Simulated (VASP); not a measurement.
# SiC (P6_3mc) in VASP: a series of runs, part 2 of 3

VASP 6.6.1.

## Step 3: Single point, PBE

Contents of INCAR:

```
SYSTEM = SiC
  ALGO = Normal
  EDIFF = 1E-7
  ENCUT = 520
  GGA = PE
  ISIF = 2
  ISMEAR = 0
  LASPH = .TRUE.
  LCHARG = .FALSE.
  LREAL = .FALSE.
  LWAVE = .FALSE.
  NBANDS = 26
  NELM = 80
  PREC = Accurate
  SIGMA = 0.05
```

Contents of KPOINTS:

```
k-points
0
G
  10 10 3
  0 0 0
```

Contents of POSCAR:

```
SiC
1.0
   -3.0941201809      0.0000000000      0.0000000000
   -1.5470600905     -2.6795866790      0.0000000000
    0.0000000000      0.0000000000     10.1293391998
Si C
4 4
Direct
    0.6666666667      0.6666666667      0.9378441877
    0.3333333333      0.3333333333      0.4378441877
    1.0000000000      1.0000000000      0.6878995566
    1.0000000000      1.0000000000      0.1878995566
    0.6666666667      0.6666666667      0.7498074460
    0.3333333333      0.3333333333      0.2498074460
    0.0000000000      0.0000000000      0.5004478097
    0.0000000000      0.0000000000      0.0004478097
```

Potentials or basis: VASP PAW PBE potentials, release 64 (Si, C).

Run with:

```console
$ cat potpaw_PBE.64/Si/POTCAR potpaw_PBE.64/C/POTCAR > POTCAR
$ mpirun -np 1 vasp_std > vasp.out
```

OUTCAR:

```text
SYSTEM = SiC
   EDIFF = 1E-7
   ENCUT = 520
   GGA = PE
   ISIF = 2
   ISMEAR = 0
   LASPH = .TRUE.
   LREAL = .FALSE.
   NELM = 80
   PREC = Accurate

 ion  position               nearest neighbor table
   1  0.667  0.667  0.938-   8 1.90   8 1.90   8 1.90   5 1.90   3 3.10   3 3.10   3 3.10   4 3.10
                             4 3.10   4 3.10
   2  0.333  0.333  0.438-   7 1.90   7 1.90   7 1.90   6 1.90   4 3.10   4 3.10   4 3.10   3 3.10
                             3 3.10   3 3.10
   3  0.000  0.000  0.688-   5 1.89   5 1.89   5 1.89   7 1.90   1 3.10   1 3.10   1 3.10   2 3.10
                             2 3.10   2 3.10
   4  0.000  0.000  0.188-   6 1.89   6 1.89   6 1.89   8 1.90   2 3.10   2 3.10   2 3.10   1 3.10
                             1 3.10   1 3.10
   5  0.667  0.667  0.750-   3 1.89   3 1.89   3 1.89   1 1.90
   6  0.333  0.333  0.250-   4 1.89   4 1.89   4 1.89   2 1.90
   7  0.000  0.000  0.500-   2 1.90   2 1.90   2 1.90   3 1.90
   8  0.000  0.000  0.000-   1 1.90   1 1.90   1 1.90   4 1.90

  LATTYP: Found a hexagonal cell.
 ALAT       =     3.0941201809
 C/A-ratio  =     3.2737381251

  Lattice vectors:

 A1 = (   1.5470600905,   2.6795866790,   0.0000000000)
 A2 = (  -3.0941201809,   0.0000000000,   0.0000000000)
 A3 = (   0.0000000000,   0.0000000000,  10.1293391998)

Analysis of symmetry for initial positions (statically):
=====================================================================
 Subroutine PRICEL returns:
 Original cell was already a primitive cell.

 Routine SETGRP: Setting up the symmetry group for a
 hexagonal supercell.

 Subroutine GETGRP returns: Found 12 space group operations
 (whereof  6 operations were pure point group operations)
 out of a pool of 24 trial point group operations.

The static configuration has the point symmetry C_3v.
 The point group associated with its full space group is C_6v.

Analysis of symmetry for dynamics (positions and initial velocities):
=====================================================================
[... 148 lines left out ...]
   GGA     = PE    functional components
   LHFCALC =     F    Hartree Fock is set to
   AEXX    =    0.0000 exact exchange contribution
   IVDW    =     0    specifies the selected vdW correction
   LEPSILON=     F    determine dielectric tensor
   LRPA    =     F    only Hartree local field effects (RPA)
 non-spin polarized calculation
 Gauss-broadening in eV      SIGMA  =   0.05
  energy-cutoff  :      520.00
  volume of cell :       83.98
 maximum number of plane-waves:      2284
   NGX = 11   NGY = 11   NGZ = 37

 number of electron      32.0000001 magnetization

 Free energy of the ion-electron system (eV)
  ---------------------------------------------------
  ext. energy  EPLUGINS =         0.00000000
  ---------------------------------------------------
  free energy    TOTEN  =       -60.24877667 eV

  energy without entropy =      -60.24877667  energy(sigma->0) =      -60.24877667

 E-fermi :   8.2462     XC(G=0): -11.2898

 val. band max:        8.0109092166   @ k =   0.0000   0.0000   0.0000
 cond. band min:      10.2337144560   @ k =   0.5000   0.0000   0.0000
 fundamental gap:      2.2228052394
 Fermi energy:         8.2461967124

 k-point     1 :       0.0000    0.0000    0.0000
  band No.  band energies     occupation
      1      -7.3547      2.00000
      2      -6.1916      2.00000
      3      -6.1558      2.00000
      4      -3.8427      2.00000
      5      -0.5168      2.00000
      6       3.6583      2.00000
[... 685 lines left out ...]
     25      15.8770      0.00000
     26      16.7803      0.00000

 [... further k-points ...]

------------------------ aborting loop because EDIFF is reached ----------------------------------------

  FORCE on cell =-STRESS in cart. coord.  units (eV):
  Direction    XX          YY          ZZ          XY          YZ          ZX
  --------------------------------------------------------------------------------------
  -------------------------------------------------------------------------------------
  Total       -0.0269252     -0.0269252     -0.0240499     -0.0000000      0.0000000      0.0000000
  in kB       -0.5136687     -0.5136687     -0.4588159     -0.0000000      0.0000000      0.0000000
  external PRESSURE =      -0.4953844 kB  Pullay stress =       0.0000000 kB

 VOLUME and BASIS-vectors are now :
 -----------------------------------------------------------------------------
  energy-cutoff  :      520.00
  volume of cell :       83.98
      direct lattice vectors                 reciprocal lattice vectors
    -3.094120181  0.000000000  0.000000000    -0.323193652  0.186595942  0.000000000
    -1.547060091 -2.679586679  0.000000000     0.000000000 -0.373191884  0.000000000
     0.000000000  0.000000000 10.129339200     0.000000000  0.000000000  0.098723123

 POSITION                                       TOTAL-FORCE (eV/Angst)
 -----------------------------------------------------------------------------------
     -3.09412     -1.78639      9.49974        -0.000000      0.000000      0.001291
     -1.54706     -0.89320      4.43507        -0.000000      0.000000      0.001291
      0.00000      0.00000      6.96797         0.000000      0.000000     -0.001221
      0.00000      0.00000      1.90330        -0.000000     -0.000000     -0.001221
     -3.09412     -1.78639      7.59505        -0.000000      0.000000     -0.000270
     -1.54706     -0.89320      2.53038         0.000000      0.000000     -0.000270
      0.00000      0.00000      5.06921         0.000000     -0.000000      0.000200
      0.00000      0.00000      0.00454        -0.000000      0.000000      0.000200
 -----------------------------------------------------------------------------------
    total drift:                                0.000000      0.000000     -0.000971

  FREE ENERGIE OF THE ION-ELECTRON SYSTEM (eV)
  ---------------------------------------------------
  free  energy   TOTEN  =       -60.2487766713 eV

  energy  without entropy=      -60.2487766713  energy(sigma->0) =      -60.24877667
```

OSZICAR:

```text
N       E                     dE             d eps       ncg     rms          rms(c)
DAV:   1     0.713241837214E+02    0.71324E+02   -0.14500E+04  1456   0.111E+03
DAV:   2    -0.603364992599E+02   -0.13166E+03   -0.12179E+03  1948   0.187E+02
DAV:   3    -0.674134369789E+02   -0.70769E+01   -0.70240E+01  1970   0.408E+01
DAV:   4    -0.675058841695E+02   -0.92447E-01   -0.92341E-01  1864   0.547E+00
DAV:   5    -0.675074706760E+02   -0.15865E-02   -0.15857E-02  1948   0.684E-01    0.173E+01
DAV:   6    -0.604242159164E+02    0.70833E+01   -0.19168E+01  1846   0.191E+01    0.778E+00
DAV:   7    -0.602817730716E+02    0.14244E+00   -0.20619E+00  2034   0.641E+00    0.337E+00
DAV:   8    -0.602511257230E+02    0.30647E-01   -0.11031E-01  1780   0.159E+00    0.102E+00
DAV:   9    -0.602481718183E+02    0.29539E-02   -0.17442E-02  1836   0.709E-01    0.162E-01
DAV:  10    -0.602486817600E+02   -0.50994E-03   -0.14888E-03  1928   0.189E-01    0.794E-02
DAV:  11    -0.602487734465E+02   -0.91686E-04   -0.21148E-04  1668   0.888E-02    0.167E-02
DAV:  12    -0.602487754440E+02   -0.19974E-05   -0.89630E-06  1924   0.162E-02    0.650E-03
DAV:  13    -0.602487764199E+02   -0.97591E-06   -0.68957E-07  1820   0.443E-03    0.177E-03
DAV:  14    -0.602487766252E+02   -0.20527E-06   -0.51094E-08  1250   0.129E-03    0.112E-03
DAV:  15    -0.602487766713E+02   -0.46133E-07   -0.18794E-08   956   0.807E-04
   1 F= -.60248777E+02 E0= -.60248777E+02  d E =-.454191E-13
```

It took 35 s on 1 thread of AMD EPYC 9R45 (Zen 5), shared host; peak memory 0.18 GiB.

What came out:

| Item | Value |
| --- | --- |
| Free energy | -60.2488 eV |
| Pressure | 0.0 GPa |
| Band gap on the k mesh | 2.22 eV, indirect (least direct gap 3.34 eV) |

## Step 4: Single point, PBE

This run uses another cell than the first one, of 10.31 Å³/atom, 0.982 times its volume.

Contents of INCAR:

```
ALGO = Normal ; EDIFF = 1E-7
ENCUT = 520 ; GGA = PE
ISIF = 2 ; ISMEAR = 0
LASPH = T ; LCHARG = T
LELF = T ; LREAL = F
LVHAR = T ; LWAVE = F
NBANDS = 26 ; NELM = 100
PREC = Accurate ; SIGMA = 0.1
```

Contents of KPOINTS:

```
k-points
0
Gamma
  6 6 2
```

Contents of POSCAR:

```
SiC
1.0
    3.0756941497      0.0000000000      0.0000000000
   -1.5378470748      2.6636292679      0.0000000000
    0.0000000000      0.0000000000     10.0706464800
Si C
4 4
Direct
    0.6666666700      0.3333333300      0.9378419800
    0.3333333300      0.6666666700      0.4378419800
    0.0000000000      0.0000000000      0.6878943800
    0.0000000000      0.0000000000      0.1878943800
    0.6666666700      0.3333333300      0.7498025900
    0.3333333300      0.6666666700      0.2498025900
    0.0000000000      0.0000000000      0.5004600500
    0.0000000000      0.0000000000      0.0004600500
```

Potentials or basis: VASP PAW PBE potentials, release 64 (Si, C).

Run with:

```console
$ cat potpaw_PBE.64/Si/POTCAR potpaw_PBE.64/C/POTCAR > POTCAR
$ mpirun -np 1 vasp_std > vasp.out
```

OUTCAR:

```text
EDIFF = 1E-7
   ENCUT = 520
   GGA = PE
   ISIF = 2
   ISMEAR = 0
   LASPH = T
   LREAL = F
   NELM = 100
   PREC = Accurate

 ion  position               nearest neighbor table
   1  0.667  0.333  0.938-   8 1.88   8 1.88   8 1.88   5 1.89   3 3.08   3 3.08   3 3.08   4 3.08
                             4 3.08   4 3.08
   2  0.333  0.667  0.438-   7 1.88   7 1.88   7 1.88   6 1.89   4 3.08   4 3.08   4 3.08   3 3.08
                             3 3.08   3 3.08
   3  0.000  0.000  0.688-   5 1.88   5 1.88   5 1.88   7 1.89   1 3.08   1 3.08   1 3.08   2 3.08
                             2 3.08   2 3.08
   4  0.000  0.000  0.188-   6 1.88   6 1.88   6 1.88   8 1.89   2 3.08   2 3.08   2 3.08   1 3.08
                             1 3.08   1 3.08
   5  0.667  0.333  0.750-   3 1.88   3 1.88   3 1.88   1 1.89
   6  0.333  0.667  0.250-   4 1.88   4 1.88   4 1.88   2 1.89
   7  0.000  0.000  0.500-   2 1.88   2 1.88   2 1.88   3 1.89
   8  0.000  0.000  0.000-   1 1.88   1 1.88   1 1.88   4 1.89

  LATTYP: Found a hexagonal cell.
 ALAT       =     3.0756941497
 C/A-ratio  =     3.2742678530

  Lattice vectors:

[... 188 lines left out ...]

 k-point     1 :       0.0000    0.0000    0.0000
  band No.  band energies     occupation
      1      -7.2931      2.00000
      2      -6.1133      2.00000
      3      -6.0765      2.00000
      4      -3.7158      2.00000
      5      -0.4152      2.00000
      6       3.8262      2.00000
[... 395 lines left out ...]
     25      18.5144      0.00000
     26      18.5153      0.00000

------------------------ aborting loop because EDIFF is reached ----------------------------------------

  FORCE on cell =-STRESS in cart. coord.  units (eV):
  Direction    XX          YY          ZZ          XY          YZ          ZX
  --------------------------------------------------------------------------------------
  -------------------------------------------------------------------------------------
  Total        2.0403556      2.0403556      1.9051866      0.0000000      0.0000000      0.0000000
  in kB       39.6225274     39.6225274     36.9976232      0.0000000      0.0000000      0.0000000
  external PRESSURE =      38.7475593 kB  Pullay stress =       0.0000000 kB

 VOLUME and BASIS-vectors are now :
 -----------------------------------------------------------------------------
  energy-cutoff  :      520.00
  volume of cell :       82.50
      direct lattice vectors                 reciprocal lattice vectors
     3.075694150  0.000000000  0.000000000     0.325129857  0.187713811  0.000000000
    -1.537847075  2.663629268  0.000000000     0.000000000  0.375427621  0.000000000
     0.000000000  0.000000000 10.070646480     0.000000000  0.000000000  0.099298491

 POSITION                                       TOTAL-FORCE (eV/Angst)
 -----------------------------------------------------------------------------------
      1.53785      0.88788      9.44468         0.000000     -0.000000      0.001581
     -0.00000      1.77575      4.40935        -0.000000      0.000000      0.001581
      0.00000      0.00000      6.92754         0.000000     -0.000000      0.005632
      0.00000      0.00000      1.89222        -0.000000      0.000000      0.005632
      1.53785      0.88788      7.55100        -0.000000     -0.000000     -0.001505
     -0.00000      1.77575      2.51567         0.000000     -0.000000     -0.001505
      0.00000      0.00000      5.03996        -0.000000     -0.000000     -0.005708
      0.00000      0.00000      0.00463         0.000000     -0.000000     -0.005708
 -----------------------------------------------------------------------------------
    total drift:                               -0.000000     -0.000000      0.000007

  FREE ENERGIE OF THE ION-ELECTRON SYSTEM (eV)
  ---------------------------------------------------
  free  energy   TOTEN  =       -60.2088982111 eV

  energy  without entropy=      -60.2088982111  energy(sigma->0) =      -60.20889821
```

OSZICAR:

```text
N       E                     dE             d eps       ncg     rms          rms(c)
DAV:   1     0.696825584079E+02    0.69683E+02   -0.14528E+04   728   0.112E+03
DAV:   2    -0.606147421868E+02   -0.13030E+03   -0.12110E+03   964   0.189E+02
DAV:   3    -0.675883192684E+02   -0.69736E+01   -0.69120E+01  1000   0.402E+01
DAV:   4    -0.676787200309E+02   -0.90401E-01   -0.90271E-01   952   0.530E+00
DAV:   5    -0.676803588929E+02   -0.16389E-02   -0.16382E-02   952   0.666E-01    0.177E+01
DAV:   6    -0.604098496009E+02    0.72705E+01   -0.19392E+01   930   0.193E+01    0.799E+00
DAV:   7    -0.602422083499E+02    0.16764E+00   -0.21697E+00   990   0.658E+00    0.342E+00
DAV:   8    -0.602112442930E+02    0.30964E-01   -0.11705E-01   868   0.162E+00    0.103E+00
DAV:   9    -0.602083093028E+02    0.29350E-02   -0.17592E-02   894   0.713E-01    0.161E-01
DAV:  10    -0.602088087644E+02   -0.49946E-03   -0.14498E-03   914   0.187E-01    0.787E-02
DAV:  11    -0.602088951582E+02   -0.86394E-04   -0.19806E-04   872   0.864E-02    0.164E-02
DAV:  12    -0.602088970912E+02   -0.19331E-05   -0.85527E-06   930   0.156E-02    0.620E-03
DAV:  13    -0.602088980777E+02   -0.98647E-06   -0.65672E-07   882   0.425E-03    0.233E-03
DAV:  14    -0.602088982250E+02   -0.14728E-06   -0.18534E-08   558   0.792E-04    0.134E-03
DAV:  15    -0.602088982111E+02    0.13846E-07   -0.15255E-08   472   0.710E-04
   1 F= -.60208898E+02 E0= -.60208898E+02  d E =-.609992E-11
```

stdout:

```text
POSCAR found type information on POSCAR SiC
 POSCAR found :  2 types and       8 ions
 scaLAPACK will be used
 LDA part: xc-table for (Slater+PW92), standard interpolation
 POSCAR, INCAR and KPOINTS ok, starting setup
 FFT: planning ... GRIDC
 FFT: planning ... GRID_SOFT
 FFT: planning ... GRID
 WAVECAR not read
 entering main loop
```

It took 29 s on 1 thread of Intel Xeon Platinum 8259CL at 2.50GHz (Skylake/Cascade Lake), shared host; peak memory 0.19 GiB.

Results:

```
Free energy            : -60.2089 eV
Pressure               : 3.9 GPa
Largest force          : 0.006 eV/Å
Band gap on the k mesh : 2.22 eV, indirect (least direct gap 3.35 eV)
```

Forces in eV/Å, atoms in the order of the input:
```
Si   0.000  0.000  0.002
Si   0.000  0.000  0.002
Si   0.000  0.000  0.006
Si   0.000  0.000  0.006
C    0.000  0.000 -0.002
C    0.000  0.000 -0.002
C    0.000  0.000 -0.006
C    0.000  0.000 -0.006
```

Stress tensor (GPa, compression positive):
```
3.96 0.00 0.00
0.00 3.96 0.00
0.00 0.00 3.70
```

Levels at points of the mesh, in eV from the valence-band top:
```csv
k point,band 14,band 15,band 16,band 17,band 18,band 19
"(0.00, 0.00, 0.00)",-0.05,0.00,0.00,5.11,5.69,6.32
"(0.50, 0.00, 0.00)",-2.22,-1.58,-1.12,2.22,2.35,4.23
"(0.00, 0.00, 0.50)",-0.21,-0.21,-0.21,5.32,5.32,6.79
"(0.50, 0.00, 0.50)",-2.50,-1.55,-1.55,2.64,2.64,4.21
```

[end of part 2 of 3]
